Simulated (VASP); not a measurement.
# PtS2 in VASP: notebook

The runs below take PtS2 through single point, relaxation of shape and atoms at fixed volume, with r2SCAN.

Everything below comes from runs of VASP 6.6.1. Logs are shortened: lines on timing, memory, paths and dates and some standing lists are left out, and cuts for length are marked.

**1. The cell of the first run**

The structure is monoclinic, space group C2/m (No. 12). The conventional cell has a = 6.022 Å, b = 3.548 Å, c = 5.596 Å, α = 90.00°, β = 90.00°, γ = 90.00°. Pt (site symmetry 2/m) has 6 S at 2.36 to 2.38 Å within 3.1 Å. S (site symmetry m) has 3 Pt at 2.36 to 2.38 Å and 3 S at 3.18 to 3.20 Å within 3.2 Å.

**2. Single point, r2SCAN**

POSCAR reads:

```
PtS2
1.0
    3.5478349487      0.0000000000      0.0000000000
   -1.7739174743      3.0110648901      0.0000000000
    0.0000000000      0.0000000000      5.5956922260
Pt S
1 2
Direct
    0.0000000000      0.0000000000      0.0000000000
    0.3333333333      0.6666666667      0.2204225226
    0.6666666667      0.3333333333      0.7795774774
```

INCAR.step1 reads:

```
SYSTEM = PtS2
PREC     = Accurate       ! precision mode
ENCUT    = 550            ! plane-wave cutoff, eV
ISMEAR   = 0              ! smearing method
SIGMA    = 0.05           ! smearing width, eV
LREAL    = .False.        ! projectors in reciprocal space
LASPH    = .True.         ! aspherical terms in the spheres
NELM     = 120            ! most SCF steps
NBANDS   = 18             ! bands
GGA      = PE             ! functional
ALGO     = Normal         ! electronic algorithm
EDIFF    = 1E-5           ! SCF threshold, eV
LWAVE    = .True.         ! write WAVECAR
LCHARG   = .False.        ! write CHGCAR
GGA_COMPAT= .False.
```

INCAR.step2 reads:

```
SYSTEM = PtS2
PREC     = Accurate       ! precision mode
ENCUT    = 550            ! plane-wave cutoff, eV
EDIFF    = 1E-6           ! SCF threshold, eV
ISMEAR   = 0              ! smearing method
SIGMA    = 0.05           ! smearing width, eV
LREAL    = .False.        ! projectors in reciprocal space
LASPH    = .True.         ! aspherical terms in the spheres
NELM     = 120            ! most SCF steps
ALGO     = Normal         ! electronic algorithm
ISIF     = 2              ! what is computed and relaxed
LWAVE    = .False.        ! write WAVECAR
LCHARG   = .True.         ! write CHGCAR
METAGGA  = R2SCAN         ! meta-GGA
LMIXTAU  = .True.       
LELF     = .True.         ! ELF
LVHAR    = .True.       
NBANDS   = 18             ! bands
ISTART   = 1            
GGA_COMPAT= .False.
```

KPOINTS reads:

```
regular mesh
0
Gamma
  8 8 4
  0 0 0
```

Potentials or basis: VASP PAW PBE potentials, release 64 (Pt, S).

The run is started by

```bash
$ cat potpaw_PBE.64/Pt/POTCAR potpaw_PBE.64/S/POTCAR > POTCAR
$ cp INCAR.step1 INCAR
$ mpirun -np 1 vasp_std > vasp.out
$ cp INCAR.step2 INCAR
$ mpirun -np 1 vasp_std > vasp.out
```

OUTCAR:

```text
SYSTEM = PtS2
   PREC = Accurate
   ENCUT = 550
   EDIFF = 1E-6
   ISMEAR = 0
   LREAL = .False.
   LASPH = .True.
   NELM = 120
   ISIF = 2
   METAGGA = R2SCAN
   ISTART = 1

 ion  position               nearest neighbor table
   1  0.000  0.000  0.000-   2 2.36   3 2.36   3 2.38   2 2.38   3 2.38   2 2.38
   2  0.333  0.667  0.220-   1 2.36   1 2.38   1 2.38
   3  0.667  0.333  0.780-   1 2.36   1 2.38   1 2.38

  Warning from LATTYP: Monoclinic adjustment (A1->A3, A2->A1, A3->A2)!
  LATTYP: Found a base centered orthorhombic cell.
 ALAT       =     3.5478349487
 B/A-ratio  =     1.6974097914
 C/A-ratio  =     1.5772132320

  Lattice vectors:

 A1 = (   1.7739174743,  -3.0110648901,   0.0000000000)
 A2 = (   1.7739174744,   3.0110648901,   0.0000000000)
 A3 = (   0.0000000000,   0.0000000000,   5.5956922260)

Analysis of symmetry for initial positions (statically):
=====================================================================
 Subroutine PRICEL returns:
 Original cell was already a primitive cell.

 Routine SETGRP: Setting up the symmetry group for a
 base centered orthorhombic supercell.

 Subroutine GETGRP returns: Found  4 space group operations
 (whereof  4 operations were pure point group operations)
 out of a pool of  8 trial point group operations.

The static configuration has the point symmetry C_2h.

Analysis of symmetry for dynamics (positions and initial velocities):
=====================================================================
 Subroutine PRICEL returns:
 Original cell was already a primitive cell.

 Routine SETGRP: Setting up the symmetry group for a
 base centered orthorhombic supercell.

 Subroutine GETGRP returns: Found  4 space group operations
 (whereof  4 operations were pure point group operations)
 out of a pool of  8 trial point group operations.

The dynamic configuration has the point symmetry C_2h.

 Subroutine INISYM returns: Found  4 space group operations
 (whereof  4 operations are pure point group operations),
 and found     1 'primitive' translations

----------------------------------------------------------------------------------------

                                     Primitive cell

  volume of cell :      59.7774

  direct lattice vectors                    reciprocal lattice vectors
     3.547834949  0.000000000  0.000000000     0.281862041  0.166054209  0.000000000
    -1.773917474  3.011064890  0.000000000     0.000000000  0.332108419  0.000000000
     0.000000000  0.000000000  5.595692226     0.000000000  0.000000000  0.178708900

  length of vectors
     3.547834949  3.494752492  5.595692226     0.327139436  0.332108419  0.178708900

  position of ions in fractional coordinates (direct lattice)
     0.000000000  0.000000000  0.000000000
     0.333333333  0.666666667  0.220422523
     0.666666667  0.333333333  0.779577477

  ion indices of the primitive-cell ions
   primitive index   ion index
                 1           1
                 2           2
                 3           3

----------------------------------------------------------------------------------------

 KPOINTS: regular mesh

Automatic generation of k-mesh.
 Grid dimensions read from file:
 generate k-points for:    8    8    4

 Generating k-lattice:

  Cartesian coordinates                     Fractional coordinates (reciprocal lattice)
     0.035232755  0.020756776  0.000000000     0.125000000  0.000000000  0.000000000
     0.000000000  0.041513552  0.000000000     0.000000000  0.125000000  0.000000000
     0.000000000  0.000000000  0.044677225     0.000000000  0.000000000  0.250000000

  Length of vectors
     0.040892430  0.041513552  0.044677225

  Shift w.r.t. Gamma in fractional coordinates (k-lattice)
     0.000000000  0.000000000  0.000000000

 Subroutine IBZKPT returns following result:
 ===========================================

 Found     78 irreducible k-points:

 Following reciprocal coordinates:
            Coordinates               Weight
  0.000000  0.000000  0.000000      1.000000
  0.125000  0.000000  0.000000      4.000000
  0.250000  0.000000  0.000000      4.000000
  0.375000 -0.000000  0.000000      4.000000
  0.500000  0.000000  0.000000      2.000000
  0.000000  0.125000  0.000000      2.000000
[... 16 lines left out ...]
  0.125000  0.000000  0.250000      4.000000
 -0.125000  0.000000  0.250000      4.000000
 [... further k-points ...]
   k-points           NKPTS =     78   k-points in BZ     NKDIM =     78   number of bands    NBANDS=     18
   number of dos      NEDOS =    301   number of ions     NIONS =      3
   total plane-waves  NPLWV =  37632
   dimension x,y,z NGX =    28 NGY =   28 NGZ =   48
   dimension x,y,z NGXF=    56 NGYF=   56 NGZF=   96
   ions per type =               1   2
   NGX,Y,Z   is equivalent  to a cutoff of  13.12, 13.32, 14.26 a.u.
   NGXF,Y,Z  is equivalent  to a cutoff of  26.24, 26.64, 28.52 a.u.
 SYSTEM =  PtS2
   PREC   = accura    normal or accurate (medium, high low for compatibility)
   ISTART =      1    job   : 0-new  1-cont  2-samecut
   ICHARG =      0    charge: 1-file 2-atom 10-const
   ISPIN  =      1    spin polarized calculation?
   LNONCOLLINEAR =      F non collinear calculations
   LSORBIT =      F    spin-orbit coupling
   LASPH  =      T    aspherical Exc in radial PAW
   ENCUT  =  550.0 eV  40.42 Ry    6.36 a.u.   6.78  6.68 10.70*2*pi/ulx,y,z
   NELM   =    120;   NELMIN=  2; NELMDL=  0     # of ELM steps
   EDIFF  = 0.1E-05   stopping-criterion for ELM
   LREAL  =      F    real-space projection
   EDIFFG = 0.1E-04   stopping-criterion for IOM
   NSW    =      0    number of steps for IOM
   IBRION =     -1    ionic relax: 0-MD 1-quasi-New 2-CG
   NFREE  =      0    steps in history (QN), initial steepest desc. (CG)
   ISIF   =      2    stress and relaxation
   ISYM   =      2    0-nonsym 1-usesym 2-fastsym
   POTIM  = 0.5000    time-step for ionic-motion
   TEBEG  =    0.0;   TEEND  =   0.0 temperature during run
   PSTRESS=    0.0 pullay stress
   NELECT =      22.0000    total number of electrons
   NUPDOWN=      -1.0000    fix difference up-down
   EMIN   =  10.00;   EMAX   =-10.00  energy-range for DOS
   EFERMI =   0.00;   METHOD = LEGACY
   ISMEAR =     0;   SIGMA  =   0.05  broadening in eV -4-tet -1-fermi 0-gaus
   EFERMI_NEDOS =   21; number of points for ismear=-14 and -15
   IALGO  =     38    algorithm
   IMIX   =      4    mixing-type and parameters
     AMIX     =   0.40;   BMIX     =  1.00
     AMIX_MAG =   1.60;   BMIX_MAG =  1.00
  volume/ion in A,a.u.               =      19.93       134.47
  Fermi-wavevector in a.u.,A,eV,Ry     =   1.173194  2.217016 18.726853  1.376385
  Thomas-Fermi vector in A             =   2.309611
   LORBIT       =      0    0 simple, 1 ext, 2 COOP (PROOUT), +10 PAW based schemes
   METAGGA = R2SCAN    functional components
   LHFCALC =     F    Hartree Fock is set to
   AEXX    =    0.0000 exact exchange contribution
   IVDW    =     0    specifies the selected vdW correction
   LEPSILON=     F    determine dielectric tensor
   LRPA    =     F    only Hartree local field effects (RPA)
 non-spin polarized calculation
 Gauss-broadening in eV      SIGMA  =   0.05
  energy-cutoff  :      550.00
  volume of cell :       59.78
 maximum number of plane-waves:      1777
   NGX = 13   NGY = 13   NGZ = 21

 number of electron      22.0000000 magnetization

 Free energy of the ion-electron system (eV)
  ---------------------------------------------------
  ext. energy  EPLUGINS =         0.00000000
  ---------------------------------------------------
  free energy    TOTEN  =       -68.85226636 eV

  energy without entropy =      -68.85226636  energy(sigma->0) =      -68.85226636

 E-fermi :   5.2971     XC(G=0): -10.7117

 val. band max:        5.0683573140   @ k =   0.0000   0.1250   0.2500
 cond. band min:       6.3978302873   @ k =  -0.2500   0.0000   0.2500
 fundamental gap:      1.3294729733
 Fermi energy:         5.2971237574

 k-point     1 :       0.0000    0.0000    0.0000
  band No.  band energies     occupation
      1     -10.3038      2.00000
      2      -7.6683      2.00000
      3      -1.4337      2.00000
      4      -1.3358      2.00000
      5      -1.3022      2.00000
      6       1.4348      2.00000
[... 10 lines left out ...]
     17      14.3119      0.00000
     18      16.8854      0.00000

 k-point     2 :       0.1250    0.0000    0.0000
  band No.  band energies     occupation
      1     -10.0960      2.00000
      2      -7.7361      2.00000
      3      -1.2840      2.00000
      4      -1.1942      2.00000
      5      -1.1815      2.00000
      6       1.1433      2.00000
[... 10 lines left out ...]
     17      14.8696      0.00000
     18      16.2852      0.00000

 k-point     3 :       0.2500    0.0000    0.0000
  band No.  band energies     occupation
      1      -9.5319      2.00000
      2      -7.8973      2.00000
      3      -1.1330      2.00000
      4      -0.9006      2.00000
      5      -0.5724      2.00000
      6       0.1959      2.00000
[... 10 lines left out ...]
     17      15.0924      0.00000
     18      15.6854      0.00000

 k-point     4 :       0.3750   -0.0000    0.0000
  band No.  band energies     occupation
      1      -8.8355      2.00000
      2      -8.0533      2.00000
      3      -1.6220      2.00000
      4      -0.7193      2.00000
      5      -0.1644      2.00000
      6       0.3415      2.00000
[... 375 lines left out ...]
      4      -1.2985      2.00000
      5      -1.0748      2.00000
      6       1.4312      2.00000
[... 10 lines left out ...]
     17      14.2396      0.00000
     18      15.8601      0.00000

 k-point    23 :       0.1250    0.0000    0.2500
  band No.  band energies     occupation
      1     -10.0245      2.00000
      2      -7.8932      2.00000
      3      -1.3304      2.00000
      4      -1.1749      2.00000
      5      -0.8514      2.00000
      6       1.1456      2.00000
[... 10 lines left out ...]
     17      14.6532      0.00000
     18      15.5904      0.00000

 k-point    24 :      -0.1250    0.0000    0.2500
  band No.  band energies     occupation
      1     -10.0273      2.00000
      2      -7.8855      2.00000
      3      -1.3727      2.00000
      4      -1.1858      2.00000
      5      -0.8138      2.00000
      6       1.1209      2.00000
[... 10 lines left out ...]
     17      14.9839      0.00000
     18      15.4299      0.00000

 [... further k-points ...]

------------------------ aborting loop because EDIFF is reached ----------------------------------------

  FORCE on cell =-STRESS in cart. coord.  units (eV):
  Direction    XX          YY          ZZ          XY          YZ          ZX
  --------------------------------------------------------------------------------------
  -------------------------------------------------------------------------------------
  Total        0.7198515      2.0783458      0.7106258      0.0000000      0.4021353      0.0000000
  in kB       19.2937295     55.7045980     19.0464583      0.0000000     10.7781791      0.0000000
  external PRESSURE =      31.3482619 kB  Pullay stress =       0.0000000 kB

 VOLUME and BASIS-vectors are now :
 -----------------------------------------------------------------------------
  energy-cutoff  :      550.00
  volume of cell :       59.78
      direct lattice vectors                 reciprocal lattice vectors
     3.547834949  0.000000000  0.000000000     0.281862041  0.166054209  0.000000000
    -1.773917474  3.011064890  0.000000000     0.000000000  0.332108419  0.000000000
     0.000000000  0.000000000  5.595692226     0.000000000  0.000000000  0.178708900

 POSITION                                       TOTAL-FORCE (eV/Angst)
 -----------------------------------------------------------------------------------
      0.00000      0.00000      0.00000         0.000000      0.000000      0.000000
     -0.00000      2.00738      1.23342         0.000000      0.151653      0.262323
      1.77392      1.00369      4.36228        -0.000000     -0.151653     -0.262323
 -----------------------------------------------------------------------------------
    total drift:                               -0.000000      0.000000      0.000000

  FREE ENERGIE OF THE ION-ELECTRON SYSTEM (eV)
  ---------------------------------------------------
  free  energy   TOTEN  =       -68.8522663577 eV

  energy  without entropy=      -68.8522663577  energy(sigma->0) =      -68.85226636
```

It took 2.1 min on 1 thread of Intel Xeon 6975P-C (Granite Rapids), shared host; peak memory 0.25 GiB.

Results:

| Item | Value |
| --- | --- |
| Free energy | -68.8523 eV |
| Pressure | 3.1 GPa |
| Largest force | 0.303 eV/Å |
| Band gap on the k mesh | 1.33 eV (least direct gap 1.43 eV) |

Forces in eV/Å, atoms in the order of the input:
```
Pt   0.000  0.000  0.000
S    0.000  0.152  0.262
S    0.000 -0.152 -0.262
```

Caveat: the cell stands under pressure; the PAW data sets were made with another functional, which shifts forces and pressure a little; spin-orbit coupling is left out, which moves the levels of the heavy elements.

[end of part 1 of 2]
